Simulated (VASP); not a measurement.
Wanted: the native input for a VASP 6.6.1 run.

* Task: single point
* Functional: PBE
* Potentials or basis: VASP PAW PBE potentials, release 64 (Si, Ge_d, Ir_sv_GW)
* Cutoff: 560 eV
* k mesh: 6 × 6 × 2
* Occupations: gaussian, width 0.2 eV
* Spin: no spin polarisation
* Dipole correction: no
* Further INCAR settings: ALGO = Normal; EDIFF = 1e-06; NBANDS = 34

The structure of Si2Ge2Ir lies in POSCAR:

```
Si2Ge2Ir
1.0
    3.7948737529      0.0000000033      0.0000000000
   -1.8974368793      3.2864570726      0.0000000000
    0.0000000000      0.0000000000      9.6041613310
Si Ge Ir
2 2 1
Direct
    0.6666666667      0.3333333333      0.5000000000
    0.3333333333      0.6666666667      0.5000000000
    0.3333333333      0.6666666667      0.2408718471
    0.3333333333      0.6666666667      0.7591281529
    0.3333333333      0.6666666667      0.0000000000
```

The cell was generated, and may not be a known phase.

The input as run:

INCAR

```
SYSTEM = Si2Ge2Ir
  ALGO = Normal
  EDIFF = 1E-6
  ENCUT = 560
  GGA = PE
  GGA_COMPAT = .False.
  ISIF = 2
  ISMEAR = 0
  LASPH = .True.
  LCHARG = .False.
  LREAL = .False.
  LWAVE = .False.
  NBANDS = 34
  NELM = 120
  PREC = Accurate
  SIGMA = 0.2
```

KPOINTS

```
k-points
0
Gamma
  6 6 2
  0 0 0
```

Potentials or basis: VASP PAW PBE potentials, release 64 (Si, Ge_d, Ir_sv_GW).

Run with:

```console
$ cat potpaw_PBE.64/Si/POTCAR potpaw_PBE.64/Ge_d/POTCAR potpaw_PBE.64/Ir_sv_GW/POTCAR > POTCAR
$ mpirun -np 1 vasp_std > vasp.out
```

Results of the run:

| Property | Result |
| --- | --- |
| Pressure | 0.2 GPa |
| Largest force | 0.011 eV/Å |
| Band gap on the k mesh | zero (an odd number of electrons rules out a gap without spin polarisation) |

Caveat: spin-orbit coupling is left out, which moves the levels of the heavy elements; an odd number of electrons without spin polarisation forces a metal; a magnetic or distorted state may lie lower.

It took 3.8 min on 1 thread of AMD EPYC 7571, on a shared host, peak memory 0.26 GiB.
